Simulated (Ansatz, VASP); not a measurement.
# One calculation of KNaBi2O6, two programs

```
K Na Bi O
1.0
     4.14096   -4.17726    0.00000
     4.14096    4.17726    0.00000
     0.00000    0.00000    4.28888
K Na Bi O
1 1 2 6
Direct
  0.50000 0.50000 0.50000
  0.00000 0.00000 0.50000
  0.00000 0.50000 0.00000
  0.50000 0.00000 0.00000
  0.00000 0.50000 0.50000
  0.50000 0.00000 0.50000
  0.31367 0.68633 0.00000
  0.68633 0.31367 0.00000
  0.82165 0.82165 0.00000
  0.17835 0.17835 0.00000
```

Alike in both runs: task single point; functional PBEsol; k mesh 4 × 4 × 6; occupations gaussian, width 0.05 eV; no spin polarisation.

|  | VASP | Ansatz |
| --- | --- | --- |
| version | VASP 6.6.1 | Ansatz 0.2.0 |
| potentials or method | VASP PAW PBE potentials, release 64 (K_sv, Na_pv, Bi_d, O), cutoff 520 eV | scalar-relativistic, plane waves, PAW |
| valence electrons in the cell | 82 | 84 |

|  | VASP | Ansatz | Ansatz less VASP |
| --- | --- | --- | --- |
| gap on the k mesh at the Fermi level (eV) | none | none | - |
| pressure (GPa) | -4.6 | -4.9 | -0.37 |
| traceless stress, the component that is largest in VASP (GPa) | 0.48 | 0.44 | -0.038 |
| rms of the force components (eV/Å) | 0.069 | 0.073 | +0.0043 |

VASP's potentials were made for PBE, not for PBEsol. Atom by atom the forces differ by 0.005 eV/Å (rms over components). A gap of «none» marks a metal or a gap that the smearing closes. VASP's potentials hold 82 valence electrons a cell and Ansatz's 84, so a difference there can come from the potentials and not from the codes.

Neither program's run includes spin-orbit coupling.
